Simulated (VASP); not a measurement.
Set up this calculation in VASP 6.6.1, as the native input.

| Quantity | Value |
| --- | --- |
| Task | single point |
| Functional | PBE |
| Potentials or basis | VASP PAW PBE potentials, release 64 (In_d, Sb) |
| Cutoff | 520 eV |
| k mesh | 6 × 6 × 4 |
| Occupations | fermi-dirac, width 0.02 eV |
| Spin | no spin polarisation |
| Dipole correction | no |
| Further INCAR settings | ALGO = Normal; EDIFF = 1e-07; NBANDS = 26 |

The structure of InSb lies in POSCAR:

```
InSb
1.0
    5.1088967595      0.0000000000      0.0000000000
   -2.5544483798      4.4244343790      0.0000000000
    0.0000000000      0.0000000000      6.2237853206
In Sb
2 2
Direct
    0.3333333333      0.6666666667      0.2500000000
    0.6666666667      0.3333333333      0.7500000000
    0.6666666667      0.3333333333      0.2500000000
    0.3333333333      0.6666666667      0.7500000000
```

These files were run (other wordings do the same):

INCAR

```
SYSTEM = InSb
PREC = Accurate
ENCUT = 520
EDIFF = 1E-7
ISMEAR = -1
SIGMA = 0.02
LREAL = .False.
LASPH = .True.
NELM = 60
ALGO = Normal
ISIF = 2
LWAVE = .False.
LCHARG = .True.
GGA = PE
LELF = .True.
LVHAR = .True.
NBANDS = 26
```

KPOINTS

```
Automatic mesh
0
Gamma
  6 6 4
  0 0 0
```

Potentials or basis: VASP PAW PBE potentials, release 64 (In_d, Sb).

Launch:

```sh
$ cat potpaw_PBE.64/In_d/POTCAR potpaw_PBE.64/Sb/POTCAR > POTCAR
$ mpirun -np 1 vasp_std > vasp.out
```

Results of the run:

| Property | Result |
| --- | --- |
| Pressure | 0.0 GPa |
| Band gap on the k mesh | zero (bands 18 and 19 overlap by 1.16 eV) |

Caveat: spin-orbit coupling is left out, which moves the levels of the heavy elements.

It took 2.4 min on 1 thread of Intel Xeon 8259CL, on a shared host, peak memory 0.29 GiB.
